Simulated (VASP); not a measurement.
# PbSe (Fm-3m) in VASP: a series of runs

The runs below take PbSe through relaxation of cell and atoms, with r2SCAN.

All numbers are computed with VASP 6.6.1; they aren't measurements. Logs are shortened: lines on timing, memory, paths and dates and some standing lists are left out, and cuts for length are marked.

## (1) The cell of the first run

Symmetry: Fm-3m, No. 225, cubic system. The conventional cell has a = 6.179 Å, b = 6.179 Å, c = 6.179 Å, α = 90.00°, β = 90.00°, γ = 90.00°. Within 4.1 Å of Pb (site symmetry m-3m) lie 6 Se at 3.09 Å. Within 4.1 Å of Se (site symmetry m-3m) lie 6 Pb at 3.09 Å.

## (2) Relaxation of cell and atoms, r2SCAN, target pressure 4 GPa, at which the enthalpy is minimised

File POSCAR:

```
PbSe
1.0
    0.0000000000      3.0896732418      3.0896732418
    3.0896732418      0.0000000000      3.0896732418
    3.0896732418      3.0896732418      0.0000000000
Pb Se
1 1
Direct
    0.0000000000      0.0000000000      0.0000000000
    0.5000000000      0.5000000000      0.5000000000
```

File INCAR.step1:

```
ALGO = Normal ; EDIFF = 1E-4
ENCUT = 600 ; GGA = PE
ISMEAR = 0 ; LASPH = T
LCHARG = F ; LREAL = F
LWAVE = T ; NELM = 60
PREC = Accurate ; SIGMA = 0.01
```

File INCAR.step2:

```
ALGO = Normal ; EDIFF = 1E-6
EDIFFG = -0.002 ; ENCUT = 600
IBRION = 2 ; ISIF = 3
ISMEAR = 0 ; ISTART = 1
LASPH = T ; LCHARG = F
LMIXTAU = T ; LREAL = F
LWAVE = F ; METAGGA = R2SCAN
NELM = 60 ; NSW = 100
PREC = Accurate ; PSTRESS = 40.0
SIGMA = 0.01
```

File KPOINTS:

```
k-points
0
Gamma
  6 6 6
```

Potentials or basis: VASP PAW PBE potentials, release 64 (Pb_d, Se).

Command:

```bash
$ cat potpaw_PBE.64/Pb_d/POTCAR potpaw_PBE.64/Se/POTCAR > POTCAR
$ cp INCAR.step1 INCAR
$ mpirun -np 1 vasp_std > vasp.out
$ cp INCAR.step2 INCAR
$ mpirun -np 1 vasp_std > vasp.out
```

OUTCAR:

```text
EDIFF = 1E-6
   EDIFFG = -0.002
   ENCUT = 600
   IBRION = 2
   ISIF = 3
   ISMEAR = 0
   ISTART = 1
   LASPH = T
   LREAL = F
   METAGGA = R2SCAN
   NELM = 60
   NSW = 100
   PREC = Accurate
   PSTRESS = 40.0

 ion  position               nearest neighbor table
   1  0.000  0.000  0.000-   2 3.09   2 3.09   2 3.09   2 3.09   2 3.09   2 3.09
   2  0.500  0.500  0.500-   1 3.09   1 3.09   1 3.09   1 3.09   1 3.09   1 3.09

  LATTYP: Found a face centered cubic cell.
 ALAT       =     6.1793464836

  Lattice vectors:

 A1 = (   0.0000000000,   3.0896732418,   3.0896732418)
 A2 = (   3.0896732418,   0.0000000000,   3.0896732418)
 A3 = (   3.0896732418,   3.0896732418,   0.0000000000)

Analysis of symmetry for initial positions (statically):
=====================================================================
 Subroutine PRICEL returns:
 Original cell was already a primitive cell.

 Routine SETGRP: Setting up the symmetry group for a
 face centered cubic supercell.

 Subroutine GETGRP returns: Found 48 space group operations
 (whereof 48 operations were pure point group operations)
 out of a pool of 48 trial point group operations.

The static configuration has the point symmetry O_h .

Analysis of symmetry for dynamics (positions and initial velocities):
=====================================================================
 Subroutine PRICEL returns:
 Original cell was already a primitive cell.

 Routine SETGRP: Setting up the symmetry group for a
 face centered cubic supercell.

 Subroutine GETGRP returns: Found 48 space group operations
 (whereof 48 operations were pure point group operations)
 out of a pool of 48 trial point group operations.

The dynamic configuration has the point symmetry O_h .

 Subroutine INISYM returns: Found 48 space group operations
 (whereof 48 operations are pure point group operations),
 and found     1 'primitive' translations

----------------------------------------------------------------------------------------

                                     Primitive cell

  volume of cell :      58.9885

  direct lattice vectors                    reciprocal lattice vectors
     0.000000000  3.089673242  3.089673242    -0.161829411  0.161829411  0.161829411
     3.089673242  0.000000000  3.089673242     0.161829411 -0.161829411  0.161829411
     3.089673242  3.089673242  0.000000000     0.161829411  0.161829411 -0.161829411

  length of vectors
     4.369457802  4.369457802  4.369457802     0.280296762  0.280296762  0.280296762

  position of ions in fractional coordinates (direct lattice)
     0.000000000  0.000000000  0.000000000
     0.500000000  0.500000000  0.500000000

  ion indices of the primitive-cell ions
   primitive index   ion index
                 1           1
                 2           2

----------------------------------------------------------------------------------------

 KPOINTS: k-points

Automatic generation of k-mesh.
 Grid dimensions read from file:
 generate k-points for:    6    6    6

 Generating k-lattice:

  Cartesian coordinates                     Fractional coordinates (reciprocal lattice)
    -0.026971568  0.026971568  0.026971568     0.166666667  0.000000000  0.000000000
     0.026971568 -0.026971568  0.026971568     0.000000000  0.166666667  0.000000000
     0.026971568  0.026971568 -0.026971568     0.000000000  0.000000000  0.166666667

  Length of vectors
     0.046716127  0.046716127  0.046716127

  Shift w.r.t. Gamma in fractional coordinates (k-lattice)
     0.000000000  0.000000000  0.000000000

 Subroutine IBZKPT returns following result:
 ===========================================

 Found     16 irreducible k-points:

 Following reciprocal coordinates:
            Coordinates               Weight
  0.000000  0.000000  0.000000      1.000000
  0.166667  0.000000  0.000000      8.000000
  0.333333  0.000000  0.000000      8.000000
  0.500000  0.000000  0.000000      4.000000
  0.166667  0.166667  0.000000      6.000000
  0.333333  0.166667  0.000000     24.000000
[... 8 lines left out ...]
 -0.333333  0.333333  0.166667     24.000000
 -0.333333  0.500000  0.166667     12.000000
   k-points           NKPTS =     16   k-points in BZ     NKDIM =     16   number of bands    NBANDS=     14
   number of dos      NEDOS =    301   number of ions     NIONS =      2
   total plane-waves  NPLWV =  46656
   dimension x,y,z NGX =    36 NGY =   36 NGZ =   36
   dimension x,y,z NGXF=    72 NGYF=   72 NGZF=   72
   ions per type =               1   1
   NGX,Y,Z   is equivalent  to a cutoff of  13.70, 13.70, 13.70 a.u.
   NGXF,Y,Z  is equivalent  to a cutoff of  27.39, 27.39, 27.39 a.u.
 SYSTEM =  unknown system
   PREC   = accura    normal or accurate (medium, high low for compatibility)
   ISTART =      1    job   : 0-new  1-cont  2-samecut
   ICHARG =      0    charge: 1-file 2-atom 10-const
   ISPIN  =      1    spin polarized calculation?
   LNONCOLLINEAR =      F non collinear calculations
   LSORBIT =      F    spin-orbit coupling
   LASPH  =      T    aspherical Exc in radial PAW
   ENCUT  =  600.0 eV  44.10 Ry    6.64 a.u.   8.73  8.73  8.73*2*pi/ulx,y,z
   NELM   =     60;   NELMIN=  2; NELMDL=  0     # of ELM steps
   EDIFF  = 0.1E-05   stopping-criterion for ELM
   LREAL  =      F    real-space projection
   EDIFFG = -.2E-02   stopping-criterion for IOM
   NSW    =    100    number of steps for IOM
   IBRION =      2    ionic relax: 0-MD 1-quasi-New 2-CG
   NFREE  =      1    steps in history (QN), initial steepest desc. (CG)
   ISIF   =      3    stress and relaxation
   ISYM   =      2    0-nonsym 1-usesym 2-fastsym
   POTIM  = 0.5000    time-step for ionic-motion
   TEBEG  =    0.0;   TEEND  =   0.0 temperature during run
   PSTRESS=   40.0 pullay stress
   NELECT =      20.0000    total number of electrons
   NUPDOWN=      -1.0000    fix difference up-down
   EMIN   =  10.00;   EMAX   =-10.00  energy-range for DOS
   EFERMI =   0.00;   METHOD = LEGACY
   ISMEAR =     0;   SIGMA  =   0.01  broadening in eV -4-tet -1-fermi 0-gaus
   EFERMI_NEDOS =   21; number of points for ismear=-14 and -15
   IALGO  =     38    algorithm
   IMIX   =      4    mixing-type and parameters
     AMIX     =   0.40;   BMIX     =  1.00
     AMIX_MAG =   1.60;   BMIX_MAG =  1.00
  volume/ion in A,a.u.               =      29.49       199.04
  Fermi-wavevector in a.u.,A,eV,Ry     =   1.141552  2.157220 17.730302  1.303140
  Thomas-Fermi vector in A             =   2.278252
   LORBIT       =      0    0 simple, 1 ext, 2 COOP (PROOUT), +10 PAW based schemes
   METAGGA = R2SCAN    functional components
   LHFCALC =     F    Hartree Fock is set to
   AEXX    =    0.0000 exact exchange contribution
   IVDW    =     0    specifies the selected vdW correction
   LEPSILON=     F    determine dielectric tensor
   LRPA    =     F    only Hartree local field effects (RPA)
 conjugate gradient relaxation of ions
 non-spin polarized calculation
 Gauss-broadening in eV      SIGMA  =   0.01
  energy-cutoff  :      600.00
  volume of cell :       58.99
 maximum number of plane-waves:      1989
   NGX = 17   NGY = 17   NGZ = 17

--------------------------------------- Ionic step        1  -------------------------------------------

 number of electron      20.0000003 magnetization

 Free energy of the ion-electron system (eV)
  ---------------------------------------------------
  ext. energy  EPLUGINS =         0.00000000
  ---------------------------------------------------
  free energy    TOTEN  =       -71.94193556 eV

  energy without entropy =      -71.94193556  energy(sigma->0) =      -71.94193556

 E-fermi :   4.6329     XC(G=0):  -9.9287

 val. band max:        4.5422952828   @ k =   0.5000   0.0000   0.0000
 cond. band min:       5.2167081098   @ k =   0.5000   0.0000   0.0000
 fundamental gap:      0.6744128270
 Fermi energy:         4.6328954146

 k-point     1 :       0.0000    0.0000    0.0000
  band No.  band energies     occupation
      1     -12.8557      2.00000
      2     -12.8557      2.00000
      3     -12.8557      2.00000
      4     -12.8510      2.00000
      5     -12.8510      2.00000
      6      -9.3387      2.00000
      7      -1.8369      2.00000
      8       2.6714      2.00000
      9       2.6714      2.00000
     10       2.6714      2.00000
     11       9.5406      0.00000
     12       9.5406      0.00000
     13       9.5406      0.00000
     14      11.5857      0.00000

 k-point     2 :       0.1667    0.0000    0.0000
  band No.  band energies     occupation
      1     -12.8579      2.00000
      2     -12.8579      2.00000
      3     -12.8548      2.00000
      4     -12.8473      2.00000
      5     -12.8473      2.00000
      6      -9.1349      2.00000
      7      -2.5023      2.00000
      8       2.7447      2.00000
      9       2.7447      2.00000
     10       3.1433      2.00000
     11       7.9888      0.00000
     12       8.5019      0.00000
     13       8.5019      0.00000
     14      11.3594      0.00000
[... 287 lines left out ...]
 VOLUME and BASIS-vectors are now :
 -----------------------------------------------------------------------------
  energy-cutoff  :      600.00
  volume of cell :       52.87
      direct lattice vectors                 reciprocal lattice vectors
     0.000000000  2.978990800  2.978990800    -0.167842076  0.167842076  0.167842076
     2.978990800  0.000000000  2.978990800     0.167842076 -0.167842076  0.167842076
     2.978990800  2.978990800  0.000000000     0.167842076  0.167842076 -0.167842076

 POSITION                                       TOTAL-FORCE (eV/Angst)
 -----------------------------------------------------------------------------------
      5.95798      2.97899      2.97899        -0.000000     -0.000000     -0.000000
      2.97899      2.97899      2.97899         0.000000      0.000000      0.000000
 -----------------------------------------------------------------------------------
    total drift:                                0.000000      0.000000      0.000000

  FREE ENERGIE OF THE ION-ELECTRON SYSTEM (eV)
  ---------------------------------------------------
  free  energy   TOTEN  =       -71.8192594338 eV

  energy  without entropy=      -71.8192594338  energy(sigma->0) =      -71.81925943

  enthalpy is  TOTEN    =       -70.4992200439 eV   P V=        1.3200393899

--------------------------------------- Ionic step        3  -------------------------------------------

 number of electron      19.9999997 magnetization

 Free energy of the ion-electron system (eV)
  ---------------------------------------------------
  ext. energy  EPLUGINS =         0.00000000
  ---------------------------------------------------
  free energy    TOTEN  =       -71.89736141 eV

  energy without entropy =      -71.89736141  energy(sigma->0) =      -71.89736141

 E-fermi :   5.5189     XC(G=0): -10.2645

 val. band max:        5.4681693657   @ k =   0.5000   0.0000   0.0000
 cond. band min:       5.9042700522   @ k =   0.5000   0.0000   0.0000
 fundamental gap:      0.4361006865
 Fermi energy:         5.5189482129

 k-point     1 :       0.0000    0.0000    0.0000
  band No.  band energies     occupation
      1     -12.1182      2.00000
      2     -12.1182      2.00000
      3     -12.1182      2.00000
      4     -12.1179      2.00000
      5     -12.1179      2.00000
      6      -9.0910      2.00000
      7      -0.8605      2.00000
      8       3.1929      2.00000
      9       3.1929      2.00000
     10       3.1929      2.00000
     11      10.5469      0.00000
     12      10.5469      0.00000
     13      10.5469      0.00000
     14      12.2851      0.00000

 k-point     2 :       0.1667    0.0000    0.0000
  band No.  band energies     occupation
      1     -12.1260      2.00000
      2     -12.1260      2.00000
      3     -12.1173      2.00000
      4     -12.1086      2.00000
      5     -12.1086      2.00000
      6      -8.8609      2.00000
      7      -1.7031      2.00000
      8       3.2765      2.00000
      9       3.2765      2.00000
     10       3.8114      2.00000
     11       8.8656      0.00000
     12       9.3726      0.00000
     13       9.3727      0.00000
     14      12.0904      0.00000
[... 249 lines left out ...]
 VOLUME and BASIS-vectors are now :
 -----------------------------------------------------------------------------
  energy-cutoff  :      600.00
  volume of cell :       55.15
      direct lattice vectors                 reciprocal lattice vectors
     0.000000000  3.021088726  3.021088726    -0.165503249  0.165503249  0.165503249
     3.021088726  0.000000000  3.021088726     0.165503249 -0.165503249  0.165503249
     3.021088726  3.021088726  0.000000000     0.165503249  0.165503249 -0.165503249

 POSITION                                       TOTAL-FORCE (eV/Angst)
 -----------------------------------------------------------------------------------
      0.00000      0.00000      0.00000         0.000000      0.000000      0.000000
      3.02109      3.02109      3.02109        -0.000000     -0.000000     -0.000000
 -----------------------------------------------------------------------------------
    total drift:                               -0.000000      0.000000      0.000000

  FREE ENERGIE OF THE ION-ELECTRON SYSTEM (eV)
  ---------------------------------------------------
  free  energy   TOTEN  =       -71.8973614125 eV

  energy  without entropy=      -71.8973614125  energy(sigma->0) =      -71.89736141

  enthalpy is  TOTEN    =       -70.5205646215 eV   P V=        1.3767967910

 reached required accuracy - stopping structural energy minimisation
```

It took 2.6 min on 1 thread of AMD EPYC 9R45 (Zen 5), shared host; peak memory 0.2 GiB.

Results:

```
Free energy                                                : -71.8974 eV
Relaxed volume                                             : 27.57 Å³/atom
Relaxed cell                                               : a = 4.272 Å, b = 4.272 Å, c = 4.272 Å, α = 60.00°, β = 60.00°, γ = 60.00°
Space group after relaxing (to 0.1 Å)                      : Fm-3m (No. 225)
Energy change on relaxing (the run minimises the enthalpy) : +22.3 meV/atom
Ionic steps                                                : 3
Pressure after relaxing                                    : 4.0 GPa
Band gap on the k mesh                                     : 0.44 eV
```

The path:
| step | energy change (eV) | largest force (eV/Å) | pressure (GPa) | volume (Å³) |
| --- | --- | --- | --- | --- |
| 1 | 0.0000 | 0.0000 | -0.03 | 58.99 |
| 2 | 0.1227 | 0.0000 | 7.14 | 52.87 |
| 3 | 0.0446 | 0.0000 | 3.99 | 55.15 |

Final structure:
```
Pb Se
1.0
     0.00000    3.02109    3.02109
     3.02109    0.00000    3.02109
     3.02109    3.02109    0.00000
Pb Se
1 1
Direct
  0.00000 0.00000 0.00000
  0.50000 0.50000 0.50000
```

Caveat: the cell is relaxed towards a set pressure, so the run minimises the enthalpy, not the energy; the PAW data sets were made with another functional, which shifts forces and pressure a little; spin-orbit coupling is left out, which moves the levels of the heavy elements.

(Part 1 of 2 ends here.)
